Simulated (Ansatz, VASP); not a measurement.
**LiF in VASP and in Ansatz**

```xyz
2
Lattice="2.7643 0.0000 0.0000 0.0000 2.7643 0.0000 0.0000 0.0000 2.6619" Properties=species:S:1:pos:R:3 pbc="T T T"
Li    0.0000    0.0000    0.0000
F     1.3821    1.3821    1.3310
```

Change from the starting cell: strain +0.080 along x and y, +0.040 along z, atoms carried along.

Alike in both runs: task single point; functional PBE; k mesh 10 × 10 × 10; occupations gaussian, width 0.05 eV; no spin polarisation.

|  | VASP | Ansatz |
| --- | --- | --- |
| version | VASP 6.6.1 | Ansatz 0.2.0 |
| potentials or method | VASP PAW PBE potentials, release 64 (Li_sv, F), cutoff 520 eV | scalar-relativistic, plane waves, PAW |
| valence electrons in the cell | 10 | 10 |

```tsv
	VASP	Ansatz	Ansatz less VASP
gap on the k mesh at the Fermi level (eV)	5.97	5.97	-0.005
least direct gap on the mesh (eV)	6.40	6.39	-0.005
```

The functional is the same, so the differences come from potentials, cutoffs and numerics.

Noted on VASP's run: the cutoff is short for stress, so the pressure is rough.
